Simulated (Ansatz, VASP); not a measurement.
Ni: VASP beside Ansatz

The input INCAR:

```
ALGO = Normal
EDIFF = 1E-8
ENCUT = 520
GGA = PE
ISIF = 2
ISMEAR = -1
ISPIN = 2
LASPH = T
LCHARG = F
LEFG = T
LMAXMIX = 4
LORBIT = 11
LREAL = F
LWAVE = F
MAGMOM = 1.5
NBANDS = 15
NELM = 150
PREC = Accurate
SIGMA = 0.08
```

Contents of KPOINTS:

```
k-points
0
Gamma
  18 18 18
```

Contents of POSCAR:

```
Ni
1.0
   -1.4193551125      1.4193551125      1.4193551125
    1.4193551125     -1.4193551125      1.4193551125
    1.4193551125      1.4193551125     -1.4193551125
Ni
1
Direct
    0.0000000000      0.0000000000      0.0000000000
```

Input for Ansatz:

```yaml
crystal:
  lattice:
    - [-1.4193551125, 1.4193551125, 1.4193551125]
    - [1.4193551125, -1.4193551125, 1.4193551125]
    - [1.4193551125, 1.4193551125, -1.4193551125]
  atoms:
    - { symbol: Ni, position: [0.0, 0.0, 0.0], spin: 1.5 }
magnetization:
  spin_polarized: true
kpoints:
  mp_grid: { grid: [18, 18, 18] }
scf:
  occupations: { method: fermi_dirac, width: 0.08 }
hamiltonian:
  xc: pbe
  pseudopotentials: { kind: paw }
output:
  forces: true
  stress: true
  eigenvalues: true
  efg: { contact_densities: true }
```

Change from the starting cell: volume scaled by 1.04, PAW files.

Alike in both runs: task electric field gradients; functional PBE; k mesh 18 × 18 × 18; occupations fermi-dirac, width 0.08 eV; collinear spin.

|  | VASP | Ansatz |
| --- | --- | --- |
| version | VASP 6.6.1 | Ansatz 0.2.0 |
| potentials or method | VASP PAW PBE potentials, release 64 (Ni) | PAW with Ansatz's default frozen-core files, scalar-relativistic |
| plane-wave cutoff (eV) | 520 | 420 |
| valence electrons in the cell | 10 | 18 |

|  | VASP | Ansatz | Ansatz less VASP |
| --- | --- | --- | --- |
| pressure (GPa) | -6.7 | -6.8 | -0.03 |
| net moment per atom (μB) | 0.57 | 0.58 | +0.009 |
| size of the moment on the site where the two differ most (μB) | 0.58 | 0.61 | +0.030 |

Site moments also hang on the region over which each program counts them. The functional is the same, so the differences come from potentials, cutoffs and numerics. VASP's potentials hold 10 valence electrons a cell and Ansatz's 18, so a difference there can come from the potentials and not from the codes.
